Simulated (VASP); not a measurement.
# Be (P2_12_12) in VASP: notebook, part 2 of 3

VASP 6.6.1. The steps go on from the part before.

## Step 3: Single point, PBE

This run uses another cell than the first one, of 7.14 Å³/atom.

Input file INCAR:

```
PREC = Accurate
ENCUT = 600
EDIFF = 1E-6
ISMEAR = -1
SIGMA = 0.1
LREAL = F
LASPH = T
NELM = 120
ALGO = Normal
ISIF = 2
LWAVE = F
LCHARG = F
GGA = PE
NBANDS = 12
GGA_COMPAT = F
```

Input file KPOINTS:

```
Automatic mesh
0
Gamma
  10 6 7
```

Input file POSCAR:

```
Be
1.0
    2.1871023059      0.0000000000      0.0000000000
    0.0000000000      3.7880854052      0.0000000000
    0.0000000000      0.0000000000      3.4460984672
Be
4
Direct
    0.6700000000      0.8200000000      0.7000000000
    0.3300000000      0.1800000000      0.7000000000
    0.1700000000      0.6800000000      0.3000000000
    0.8300000000      0.3200000000      0.3000000000
```

Potentials or basis: VASP PAW PBE potentials, release 64 (Be).

Started as:

```sh
$ cat potpaw_PBE.64/Be/POTCAR > POTCAR
$ mpirun -np 1 vasp_std > vasp.out
```

OUTCAR:

```text
PREC = Accurate
   ENCUT = 600
   EDIFF = 1E-6
   ISMEAR = -1
   LREAL = F
   LASPH = T
   NELM = 120
   ISIF = 2
   GGA = PE

 ion  position               nearest neighbor table
   1  0.670  0.820  0.700-   2 1.55   3 1.84   3 1.84   2 1.99   4 2.37   4 2.37
   2  0.330  0.180  0.700-   1 1.55   4 1.84   4 1.84   1 1.99   3 2.37   3 2.37
   3  0.170  0.680  0.300-   4 1.55   1 1.84   1 1.84   4 1.99   2 2.37   2 2.37
   4  0.830  0.320  0.300-   3 1.55   2 1.84   2 1.84   3 1.99   1 2.37   1 2.37

  LATTYP: Found a simple orthorhombic cell.
 ALAT       =     2.1871023059
 B/A-ratio  =     1.5756457564
 C/A-ratio  =     1.7320110701

  Lattice vectors:

 A1 = (  -2.1871023059,   0.0000000000,   0.0000000000)
 A2 = (   0.0000000000,   0.0000000000,   3.4460984672)
 A3 = (   0.0000000000,   3.7880854052,   0.0000000000)

Analysis of symmetry for initial positions (statically):
=====================================================================
 Subroutine PRICEL returns:
 Original cell was already a primitive cell.

 Routine SETGRP: Setting up the symmetry group for a
 simple orthorhombic supercell.

 Subroutine GETGRP returns: Found  4 space group operations
 (whereof  2 operations were pure point group operations)
 out of a pool of  8 trial point group operations.

The static configuration has the point symmetry C_2 .
 The point group associated with its full space group is D_2 .

Analysis of symmetry for dynamics (positions and initial velocities):
=====================================================================
 Subroutine PRICEL returns:
 Original cell was already a primitive cell.

 Routine SETGRP: Setting up the symmetry group for a
 simple orthorhombic supercell.

 Subroutine GETGRP returns: Found  4 space group operations
 (whereof  2 operations were pure point group operations)
 out of a pool of  8 trial point group operations.

The dynamic configuration has the point symmetry C_2 .
 The point group associated with its full space group is D_2 .

 Subroutine INISYM returns: Found  4 space group operations
 (whereof  2 operations are pure point group operations),
 and found     1 'primitive' translations

----------------------------------------------------------------------------------------

                                     Primitive cell

  volume of cell :      28.5507

  direct lattice vectors                    reciprocal lattice vectors
     2.187102306  0.000000000  0.000000000     0.457225982  0.000000000  0.000000000
     0.000000000  3.788085405  0.000000000     0.000000000  0.263985600  0.000000000
     0.000000000  0.000000000  3.446098467     0.000000000  0.000000000  0.290183235

  length of vectors
     2.187102306  3.788085405  3.446098467     0.457225982  0.263985600  0.290183235

  position of ions in fractional coordinates (direct lattice)
     0.670000000  0.820000000  0.700000000
     0.330000000  0.180000000  0.700000000
     0.170000000  0.680000000  0.300000000
     0.830000000  0.320000000  0.300000000

  ion indices of the primitive-cell ions
   primitive index   ion index
                 1           1
                 2           2
                 3           3
                 4           4

----------------------------------------------------------------------------------------

[... 48 lines left out ...]
  0.400000  0.500000  0.000000      2.000000
  0.500000  0.500000  0.000000      1.000000
 [... further k-points ...]
   k-points           NKPTS =     96   k-points in BZ     NKDIM =     96   number of bands    NBANDS=     12
   number of dos      NEDOS =    301   number of ions     NIONS =      4
   total plane-waves  NPLWV =  15120
   dimension x,y,z NGX =    18 NGY =   30 NGZ =   28
   dimension x,y,z NGXF=    36 NGYF=   60 NGZF=   56
   ions per type =               4
   NGX,Y,Z   is equivalent  to a cutoff of  13.68, 13.17, 13.51 a.u.
   NGXF,Y,Z  is equivalent  to a cutoff of  27.36, 26.33, 27.02 a.u.
 SYSTEM =  unknown system
   PREC   = accura    normal or accurate (medium, high low for compatibility)
   ISTART =      0    job   : 0-new  1-cont  2-samecut
   ICHARG =      2    charge: 1-file 2-atom 10-const
   ISPIN  =      1    spin polarized calculation?
   LNONCOLLINEAR =      F non collinear calculations
   LSORBIT =      F    spin-orbit coupling
   LASPH  =      T    aspherical Exc in radial PAW
   ENCUT  =  600.0 eV  44.10 Ry    6.64 a.u.   4.37  7.57  6.88*2*pi/ulx,y,z
   NELM   =    120;   NELMIN=  2; NELMDL= -5     # of ELM steps
   EDIFF  = 0.1E-05   stopping-criterion for ELM
   LREAL  =      F    real-space projection
   EDIFFG = 0.1E-04   stopping-criterion for IOM
   NSW    =      0    number of steps for IOM
   IBRION =     -1    ionic relax: 0-MD 1-quasi-New 2-CG
   NFREE  =      0    steps in history (QN), initial steepest desc. (CG)
   ISIF   =      2    stress and relaxation
   ISYM   =      2    0-nonsym 1-usesym 2-fastsym
   POTIM  = 0.5000    time-step for ionic-motion
   TEBEG  =    0.0;   TEEND  =   0.0 temperature during run
   PSTRESS=    0.0 pullay stress
   NELECT =       8.0000    total number of electrons
   NUPDOWN=      -1.0000    fix difference up-down
   EMIN   =  10.00;   EMAX   =-10.00  energy-range for DOS
   EFERMI =   0.00;   METHOD = LEGACY
   ISMEAR =    -1;   SIGMA  =   0.10  broadening in eV -4-tet -1-fermi 0-gaus
   EFERMI_NEDOS =   21; number of points for ismear=-14 and -15
   IALGO  =     38    algorithm
   IMIX   =      4    mixing-type and parameters
     AMIX     =   0.40;   BMIX     =  1.00
     AMIX_MAG =   1.60;   BMIX_MAG =  1.00
  volume/ion in A,a.u.               =       7.14        48.17
  Fermi-wavevector in a.u.,A,eV,Ry     =   1.071271  2.024408 15.614337  1.147621
  Thomas-Fermi vector in A             =   2.207006
   LORBIT       =      0    0 simple, 1 ext, 2 COOP (PROOUT), +10 PAW based schemes
   GGA     = PE    functional components
   LHFCALC =     F    Hartree Fock is set to
   AEXX    =    0.0000 exact exchange contribution
   IVDW    =     0    specifies the selected vdW correction
   LEPSILON=     F    determine dielectric tensor
   LRPA    =     F    only Hartree local field effects (RPA)
 non-spin polarized calculation
  energy-cutoff  :      600.00
  volume of cell :       28.55
 maximum number of plane-waves:       978
 NGX is ok and might be reduce to    18
   NGX =  9   NGY = 15   NGZ = 13

 number of electron       8.0000000 magnetization

 Free energy of the ion-electron system (eV)
  ---------------------------------------------------
  ext. energy  EPLUGINS =         0.00000000
  ---------------------------------------------------
  free energy    TOTEN  =       -10.02748002 eV

  energy without entropy =      -10.00881835  energy(sigma->0) =      -10.01814918

 E-fermi :   7.1735     XC(G=0): -10.8113

 val. band max:        7.1669769596   @ k =   0.4000   0.0000   0.1429
 cond. band min:       7.2061947081   @ k =   0.3000   0.1667   0.0000
 fundamental gap:      0.0392177485
 Fermi energy:         7.1734795320

 k-point     1 :       0.0000    0.0000    0.0000
  band No.  band energies     occupation
      1      -4.0178      2.00000
      2       1.7808      2.00000
      3       3.2876      2.00000
      4       5.6968      2.00000
      5       8.5531      0.00000
      6      11.7577      0.00000
      7      11.7836      0.00000
      8      15.9418      0.00000
      9      16.8550      0.00000
     10      17.5741      0.00000
     11      21.7440      0.00000
     12      24.6528      0.00000
[... 331 lines left out ...]
 k-point    24 :       0.5000    0.5000    0.0000
  band No.  band energies     occupation
      1       2.4188      2.00000
      2       2.4188      2.00000
      3       3.3454      2.00000
      4       3.3454      2.00000
      5      12.2478      0.00000
      6      12.2478      0.00000
      7      13.6856      0.00000
      8      13.6856      0.00000
      9      16.5731      0.00000
     10      16.5731      0.00000
     11      16.7401      0.00000
     12      16.7401      0.00000

 [... further k-points ...]
[... 5 lines left out ...]
  --------------------------------------------------------------------------------------
  -------------------------------------------------------------------------------------
  Total       10.3030002     14.7031539      5.2750095      0.0000000      0.0000000      0.0000000
  in kB      578.1729219    825.0961164    296.0174313      0.0000000      0.0000000      0.0000000
  external PRESSURE =     566.4288232 kB  Pullay stress =       0.0000000 kB

 VOLUME and BASIS-vectors are now :
 -----------------------------------------------------------------------------
  energy-cutoff  :      600.00
  volume of cell :       28.55
      direct lattice vectors                 reciprocal lattice vectors
     2.187102306  0.000000000  0.000000000     0.457225982  0.000000000  0.000000000
     0.000000000  3.788085405  0.000000000     0.000000000  0.263985600  0.000000000
     0.000000000  0.000000000  3.446098467     0.000000000  0.000000000  0.290183235

 POSITION                                       TOTAL-FORCE (eV/Angst)
 -----------------------------------------------------------------------------------
      1.46536      3.10623      2.41227         3.850291     -5.525411      3.004323
      0.72174      0.68186      2.41227        -3.850291      5.525411      3.004323
      0.37181      2.57590      1.03383         3.850291      5.525411     -3.004323
      1.81529      1.21219      1.03383        -3.850291     -5.525411     -3.004323
 -----------------------------------------------------------------------------------
    total drift:                                0.000000     -0.000000     -0.000000

  FREE ENERGIE OF THE ION-ELECTRON SYSTEM (eV)
  ---------------------------------------------------
  free  energy   TOTEN  =       -10.0274800180 eV

  energy  without entropy=      -10.0088183515  energy(sigma->0) =      -10.01814918
```

stdout:

```text
POSCAR found type information on POSCAR Be
 POSCAR found :  1 types and       4 ions
 scaLAPACK will be used
 LDA part: xc-table for (Slater+PW92), standard interpolation
 POSCAR, INCAR and KPOINTS ok, starting setup
 FFT: planning ... GRIDC
 FFT: planning ... GRID_SOFT
 FFT: planning ... GRID
 WAVECAR not read
 entering main loop
```

It took 44 s on 1 thread of Intel Xeon 8259CL, shared host; peak memory 0.15 GiB.

Results:

| Item | Value |
| --- | --- |
| Free energy | -10.0275 eV |
| Pressure | 56.6 GPa |
| Largest force | 7.374 eV/Å |
| Band gap on the k mesh | zero (bands 4 and 5 overlap by 1.20 eV) |

Forces on the atoms (eV/Å):
```
Be   3.850 -5.525  3.004
Be  -3.850  5.525  3.004
Be   3.850  5.525 -3.004
Be  -3.850 -5.525 -3.004
```

Caveat: the stress differs along the axes, from 30 to 83 GPa; forces of over 1 eV/Å act on the atoms, so gaps and moduli don't describe the material at rest.

## Step 4: Single point, PBE

This run uses another cell than the first one, of 7.32 Å³/atom.

Input file INCAR:

```
SYSTEM = Be
  PREC = Accurate
  ENCUT = 600
  EDIFF = 1E-6
  ISMEAR = -1
  SIGMA = 0.1
  LREAL = .False.
  LASPH = .True.
  NELM = 120
  ALGO = Normal
  ISIF = 2
  LWAVE = .False.
  LCHARG = .False.
  GGA = PE
  NBANDS = 12
  GGA_COMPAT = .False.
```

Input file KPOINTS:

```
regular mesh
0
Gamma
  10 6 7
  0 0 0
```

Input file POSCAR:

```
Be
1.0
    2.2058766345      0.0000000000      0.0000000000
    0.0000000000      3.8206027502      0.0000000000
    0.0000000000      0.0000000000      3.4756801584
Be
4
Direct
    0.6700000000      0.8200000000      0.7000000000
    0.3300000000      0.1800000000      0.7000000000
    0.1700000000      0.6800000000      0.3000000000
    0.8300000000      0.3200000000      0.3000000000
```

Started as:

```sh
$ cat potpaw_PBE.64/Be/POTCAR > POTCAR
$ mpirun -np 1 vasp_std > vasp.out
```

Run time: 41 s. Hardware: 1 thread of Intel Xeon 8259CL, shared host; peak memory 0.16 GiB.

The run converged. Its results:

```
Free energy            : -10.2758 eV
Pressure               : 50.8 GPa
Largest force          : 7.065 eV/Å
Band gap on the k mesh : zero (bands 4 and 5 overlap by 1.16 eV)
```

Forces on the atoms (eV/Å):
```
Be   3.740 -5.283  2.832
Be  -3.740  5.283  2.832
Be   3.740  5.283 -2.832
Be  -3.740 -5.283 -2.832
```

Stress tensor (GPa, compression positive):
```
50.88  0.00  0.00
 0.00 76.11  0.00
 0.00  0.00 25.26
```

Levels at points of the mesh, in eV from the Fermi level:
```
           k point  band 1  band 2  band 3  band 4  band 5  band 6  band 7  band 8  band 9
(0.00, 0.00, 0.00)  -11.05   -5.29   -3.78   -1.51    1.32    4.53    4.53    8.67    9.51
(0.50, 0.00, 0.00)   -5.84   -5.84   -1.08   -1.08    3.52    3.52    4.53    4.53    9.86
(0.00, 0.50, 0.00)   -9.27   -9.27   -1.45   -1.45    2.31    2.31    6.57    6.57   11.92
(0.50, 0.50, 0.00)   -4.66   -4.66   -3.77   -3.77    5.00    5.00    6.43    6.43    9.21
```

Caveat: the stress differs along the axes, from 25 to 76 GPa; forces of over 1 eV/Å act on the atoms, so gaps and moduli don't describe the material at rest.

[end of part 2 of 3]

The gap in the log of VASP goes by the Fermi energy; the results here count the filled bands.